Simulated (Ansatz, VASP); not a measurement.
## Two plane-wave programs on Pt

```
Pt
1.0
     0.00000    2.02867    1.79294
     2.02867    0.00000    1.79294
     2.02867    2.02867    0.00000
Pt
1
Direct
  0.00000 0.00000 0.00000
```

Alike in both runs: task single point; functional LDA; k mesh 22 × 22 × 22; occupations gaussian, width 0.15 eV; no spin polarisation.

|  | VASP | Ansatz |
| --- | --- | --- |
| version | VASP 6.6.1 | Ansatz 0.2.0 |
| potentials or method | VASP PAW LDA potentials, release 64 (Pt), cutoff 520 eV | scalar-relativistic, plane waves, PAW |
| valence electrons in the cell | 10 | 18 |

```csv
,VASP,Ansatz,Ansatz less VASP
gap on the k mesh at the Fermi level (eV),none,none,-
pressure (GPa),2.0,1.2,-0.76
"traceless stress, the component that is largest in VASP (GPa)",5.16,5.12,-0.042
```

LDA's correlation is that of Perdew and Zunger in VASP and of Perdew and Wang (1992) in Ansatz. A gap of «none» marks a metal or a gap that the smearing closes. VASP's potentials hold 10 valence electrons a cell and Ansatz's 18, so a difference there can come from the potentials and not from the codes.

Neither program's run includes spin-orbit coupling.
